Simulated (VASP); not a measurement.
Input of a VASP 6.6.1 run:

The input INCAR:

```
PREC = Accurate ; ENCUT = 520
EDIFF = 1E-7 ; ISMEAR = -1
SIGMA = 0.02 ; LREAL = F
LASPH = T ; NELM = 100
ALGO = Normal ; ISIF = 2
LWAVE = F ; LCHARG = F
GGA = PE ; NBANDS = 31
```

KPOINTS

```
regular mesh
0
Gamma
  6 6 6
```

POSCAR

```
InB3As4
1.0
   -2.5915957787      2.5915957787      5.0974282638
    2.5915957787     -2.5915957787      5.0974282638
    2.5915957787      2.5915957787     -5.0974282638
B As In
3 4 1
Direct
    0.7500000000      0.2500000000      0.5000000000
    0.5000000000      0.5000000000      0.0000000000
    0.2500000000      0.7500000000      0.5000000000
    0.1479039277      0.5770083149      0.0000000000
    0.8520960723      0.8520960723      0.4291043872
    0.5770083149      0.1479039277      0.0000000000
    0.4229916851      0.4229916851      0.5708956128
    0.0000000000      0.0000000000      0.0000000000
```

Potentials or basis: VASP PAW PBE potentials, release 64 (B, As, In_d).

Command:

```bash
$ cat potpaw_PBE.64/B/POTCAR potpaw_PBE.64/As/POTCAR potpaw_PBE.64/In_d/POTCAR > POTCAR
$ mpirun -np 1 vasp_std > vasp.out
```

(1) What does it give for the pressure?

(2) Estimate the largest force.

(3) What does it give for the band gap on the k mesh?

## Answers

(1) 0.3 GPa.

(2) 0.011 eV/Å.

(3) 0.53 eV.

Caveat: semilocal functionals underestimate gaps, and a narrow one can read as zero; spin-orbit coupling is left out, which moves the levels of the heavy elements.
